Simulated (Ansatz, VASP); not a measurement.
This is a calculation of Rh for VASP 6.6.1.

INCAR

```
PREC = Accurate ; ENCUT = 520
EDIFF = 1E-6 ; ISMEAR = -1
SIGMA = 0.05 ; LREAL = F
LASPH = T ; NELM = 60
ALGO = Fast ; ISIF = 2
LWAVE = F ; LCHARG = T
GGA = PE ; LELF = T
LVHAR = T ; NBANDS = 38
```

The input KPOINTS:

```
Automatic mesh
0
Gamma
  11 11 3
```

Contents of POSCAR:

```
Rh
1.0
    2.6917446234      0.0000000000      0.0000000000
   -1.3458723117      2.3311192244      0.0000000000
    0.0000000000      0.0000000000      8.7980701300
Rh
4
Direct
    0.6759580000      0.3288630000      0.7493310000
    0.0171690000      0.0291420000      0.5033680000
    0.3052060000      0.6470650000      0.2487690000
    0.0268120000     -0.0019770000      0.0035440000
```

Potentials or basis: VASP PAW PBE potentials, release 64 (Rh_pv).

The run is started by

```bash
$ cat potpaw_PBE.64/Rh_pv/POTCAR > POTCAR
$ mpirun -np 1 vasp_std > vasp.out
```

Problem. Translate it to Ansatz 0.2.0. Potentials there: Ansatz PAW.

Solution. As run (the cutoff follows the program's own potentials):

The input input.yaml:

```yaml
crystal:
  lattice:
    - [2.6917446234, 0.0, 0.0]
    - [-1.3458723117, 2.3311192244, 0.0]
    - [0.0, 0.0, 8.79807013]
  atoms:
    - { symbol: Rh, position: [0.675958, 0.328863, 0.749331] }
    - { symbol: Rh, position: [0.017169, 0.029142, 0.503368] }
    - { symbol: Rh, position: [0.305206, 0.647065, 0.248769] }
    - { symbol: Rh, position: [0.026812, -0.001977, 0.003544] }
hamiltonian:
  xc: pbe
  pseudopotentials: { kind: paw }
kpoints:
  mp_grid: { grid: [11, 11, 3] }
scf:
  occupations: { method: fermi_dirac, width: 0.05 }
output:
  forces: true
  stress: true
  eigenvalues: true
```

Potentials or basis: Ansatz PAW.

Launch:

```sh
$ ansatz run input.yaml --threads 2 --pin off --max-ram 5120MiB --backend cpu --events-out ev --progress --plain --runs-dir out
```

Both were run:

|  | VASP | Ansatz | Ansatz less VASP |
| --- | --- | --- | --- |
| gap on the k mesh at the Fermi level (eV) | none | none | - |
| pressure (GPa) | 5.9 | 5.8 | -0.06 |
| traceless stress, the component that is largest in VASP (GPa) | -0.56 | -0.56 | +0.007 |
| rms of the force components (eV/Å) | 0.330 | 0.329 | -0.0009 |

Atom by atom the forces differ by 0.001 eV/Å (rms over components). A gap of «none» marks a metal or a gap that the smearing closes. The functional is the same, so the differences come from potentials, cutoffs and numerics. VASP's potentials hold 60 valence electrons a cell and Ansatz's 68, so a difference there can come from the potentials and not from the codes.
